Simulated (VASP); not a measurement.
Here is a VASP 6.6.1 calculation.

INCAR

```
SYSTEM = Tc
PREC = Accurate ; ENCUT = 520
EDIFF = 1E-6 ; ISMEAR = -1
SIGMA = 0.05 ; LREAL = .False.
LASPH = .True. ; NELM = 100
ALGO = Normal ; ISIF = 2
LWAVE = .False. ; LCHARG = .False.
GGA = PS ; NBANDS = 20
```

Contents of KPOINTS:

```
regular mesh
0
Gamma
  11 11 6
  0 0 0
```

POSCAR

```
Tc
1.0
    2.7210935471      0.0000000000      0.0000000000
   -1.3605467735      2.3565361378      0.0000000000
    0.0000000000      0.0000000000      4.3667308415
Tc
2
Direct
    0.6666666667      0.3333333333      0.7500000000
    0.3333333333      0.6666666667      0.2500000000
```

Potentials or basis: VASP PAW PBE potentials, release 64 (Tc_pv).

Command:

```console
$ cat potpaw_PBE.64/Tc_pv/POTCAR > POTCAR
$ mpirun -np 1 vasp_std > vasp.out
```

Question: What does it give for the pressure?

Answer: -0.7 GPa.

Question: Estimate the band gap on the k mesh.

Answer: Zero (band 13 reaches 14.36 eV, above the bottom of band 14 at 11.14 eV).

Caveat: the PAW data sets were made with another functional, which shifts forces and pressure a little.
